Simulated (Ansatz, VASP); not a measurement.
# Two plane-wave programs on Mg2Si

```xyz
3
Lattice="0.0000 3.2311 3.2311 3.2311 0.0000 3.2311 3.2311 3.2311 0.0000" Properties=species:S:1:pos:R:3 pbc="T T T"
Mg    1.6156    1.6156    1.6156
Mg    4.8467    4.8467    4.8467
Si    0.0000    0.0000    0.0000
```

Alike in both runs: task single point; functional r2SCAN; k mesh 6 × 6 × 6; no spin polarisation.

```csv
,VASP,Ansatz
version,VASP 6.6.1,Ansatz 0.2.0
potentials or method,"VASP PAW PBE potentials, release 64 (Mg, Si)","plane waves, PAW"
plane-wave cutoff (eV),660,500
occupations,"gaussian, width 0.01 eV",fixed
valence electrons in the cell,8,24
```

VASP gave:

```
gap on the k mesh at the Fermi level (eV) : 0.50
pressure (GPa)                            : -3.3
```

**Question.** Estimate Ansatz's values.

**Answer.** gap on the k mesh at the Fermi level (eV): 0.50; pressure (GPa): -3.0.

VASP's potentials were made for PBE, not for r2SCAN. VASP's potentials hold 8 valence electrons a cell and Ansatz's 24, so a difference there can come from the potentials and not from the codes.
